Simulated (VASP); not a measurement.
Runs of VASP 6.6.1 on Na. The structure is that of space group Im-3m (No. 229), or close to it. The cells are those of the table. 

```csv
task,cell,gap on the mesh (eV),pressure (GPa)
single point,"a = 3.073 Å, angles 109.5°, 1 atom",none,9.9
relaxation of cell and atoms,"relaxed from a = 3.707 Å, angles 109.5°, 1 atom",none,0.0
single point,"a = 2.881 Å, angles 109.5°, 1 atom",none,(a)
relaxation of cell and atoms,"relaxed to 30 GPa from a = 3.707 Å, angles 109.5°, 1 atom",none,30.0
single point,"a = 3.628 Å, angles 109.5°, 1 atom",none,0.0
relaxation of cell and atoms,"relaxed to 10 GPa from a = 3.707 Å, angles 109.5°, 1 atom",none,10.1
relaxation of cell and atoms,"relaxed to 20 GPa from a = 3.707 Å, angles 109.5°, 1 atom",none,20.1
single point,"a = 2.763 Å, angles 109.5°, 1 atom",none,29.9
```

Alike in all rows: level PBE; potentials or basis VASP PAW PBE potentials, release 64 (Na_pv); no spin polarisation; k mesh 13 × 13 × 13; cutoff (eV) 500; smearing methfessel-paxton 0.1 eV.

Q: Fill in the values left out.

A: (a) 19.9.

Caveats: the cell stands under pressure (at least some runs); the cell is relaxed towards a set pressure, so the run minimises the enthalpy, not the energy (at least some runs).

A gap of «none» marks levels without a gap at the run's occupations.
